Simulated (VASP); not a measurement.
Input of a VASP 6.6.1 run:

Contents of INCAR:

```
PREC = Accurate
ENCUT = 520
EDIFF = 1E-6
ISMEAR = 0
SIGMA = 0.1
LREAL = F
LASPH = T
NELM = 100
ALGO = Normal
ISIF = 2
LWAVE = F
LCHARG = F
GGA = PE
NBANDS = 16
```

File KPOINTS:

```
Automatic mesh
0
Gamma
  12 12 12
```

POSCAR

```
InP
1.0
    3.6831408582      0.0000000000      0.0000000000
    0.0000000000      3.6831408582      0.0000000000
    0.0000000000      0.0000000000      3.6831408582
In P
1 1
Direct
    0.0000000000      0.0000000000      0.0000000000
    0.5000000000      0.5000000000      0.5000000000
```

Potentials or basis: VASP PAW PBE potentials, release 64 (In_d, P).

Command:

```bash
$ cat potpaw_PBE.64/In_d/POTCAR potpaw_PBE.64/P/POTCAR > POTCAR
$ mpirun -np 1 vasp_std > vasp.out
```

(1) Estimate the band gap on the k mesh.

(2) Predict the pressure.

## Answers

(1) zero (bands 9 and 10 overlap by 2.31 eV).

(2) -7.8 GPa.

Caveat: the cell differs from its parent crystal (Sb replaced by P, lengths x 0.932, strained); the cell stands under tension; spin-orbit coupling is left out, which moves the levels of the heavy elements.
